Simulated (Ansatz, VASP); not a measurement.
This is a calculation of I for Ansatz 0.2.0.

The input input.yaml:

```yaml
crystal:
  lattice:
    - [0.0, 2.4119965442, 3.9865231326]
    - [2.2352415877, 0.0, 3.9865231326]
    - [2.2352415877, 2.4119965442, 0.0]
  atoms:
    - { symbol: I, position: [0.0, 0.0, 0.0] }
hamiltonian:
  xc: lda
  pseudopotentials: { kind: paw }
kpoints:
  mp_grid: { grid: [9, 9, 9] }
scf:
  occupations: { method: fermi_dirac, width: 0.05 }
output:
  forces: true
  stress: true
  eigenvalues: true
```

Potentials or basis: Ansatz PAW.

Run with:

```sh
$ ansatz run input.yaml --threads 2 --pin off --max-ram 5632MiB --backend cpu --events-out ev --progress --plain --runs-dir out
```

Translate it to VASP 6.6.1. Potentials there: VASP PAW LDA potentials, release 64 (I).

As run (the cutoff follows the program's own potentials):

INCAR

```
SYSTEM = I
PREC     = Accurate       ! precision mode
ENCUT    = 520            ! plane-wave cutoff, eV
EDIFF    = 1E-6           ! SCF threshold, eV
ISMEAR   = -1             ! smearing method
SIGMA    = 0.05           ! smearing width, eV
LREAL    = .False.        ! projectors in reciprocal space
LASPH    = .True.         ! aspherical terms in the spheres
NELM     = 80             ! most SCF steps
ALGO     = Normal         ! electronic algorithm
ISIF     = 2              ! what is computed and relaxed
LWAVE    = .False.        ! write WAVECAR
LCHARG   = .False.        ! write CHGCAR
GGA      = CA             ! functional
NBANDS   = 10             ! bands
```

The input KPOINTS:

```
regular mesh
0
Gamma
  9 9 9
  0 0 0
```

The input POSCAR:

```
I
1.0
    0.0000000000      2.4119965442      3.9865231326
    2.2352415877      0.0000000000      3.9865231326
    2.2352415877      2.4119965442      0.0000000000
I
1
Direct
    0.0000000000      0.0000000000      0.0000000000
```

Potentials or basis: VASP PAW LDA potentials, release 64 (I).

Launch:

```sh
$ cat potpaw_LDA.64/I/POTCAR > POTCAR
$ mpirun -np 1 vasp_std > vasp.out
```

Both were run:

|  | VASP | Ansatz | Ansatz less VASP |
| --- | --- | --- | --- |
| gap on the k mesh at the Fermi level (eV) | none | none | - |
| pressure (GPa) | -3.4 | -3.4 | 0.00 |
| traceless stress, the component that is largest in VASP (GPa) | 2.25 | 2.25 | +0.006 |

LDA's correlation is that of Perdew and Zunger in VASP and of Perdew and Wang (1992) in Ansatz. A gap of «none» marks a metal or a gap that the smearing closes. VASP's potentials hold 7 valence electrons a cell and Ansatz's 17, so a difference there can come from the potentials and not from the codes.

Spin-orbit coupling is off throughout.
